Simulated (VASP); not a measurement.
Input of a VASP 6.6.1 run:

The input INCAR:

```
PREC = Accurate
ENCUT = 520
EDIFF = 1E-7
ISMEAR = 0
SIGMA = 0.1
LREAL = False
LASPH = True
NELM = 80
ALGO = Fast
ISIF = 2
LWAVE = False
LCHARG = True
GGA = PE
LELF = True
LVHAR = True
NBANDS = 18
```

File KPOINTS:

```
regular mesh
0
Gamma
  16 16 16
```

The input POSCAR:

```
CoSn
1.0
    0.0000000000      2.8638362972      2.8638362972
    2.8638362972      0.0000000000      2.8638362972
    2.8638362972      2.8638362972      0.0000000000
Co Sn
1 1
Direct
    0.0000000000      0.0000000000      0.0000000000
    0.2500000000      0.2500000000      0.2500000000
```

Potentials or basis: VASP PAW PBE potentials, release 64 (Co, Sn_d).

The run is started by

```console
$ cat potpaw_PBE.64/Co/POTCAR potpaw_PBE.64/Sn_d/POTCAR > POTCAR
$ mpirun -np 1 vasp_std > vasp.out
```

(1) What does it give for the band gap on the k mesh?

(2) What does it give for the pressure?

Results:

(1) zero (an odd number of electrons rules out a gap without spin polarisation).

(2) 0.0 GPa.

Caveat: spin-orbit coupling is left out, which moves the levels of the heavy elements; the run has no spin polarisation, though such a crystal can be magnetic.
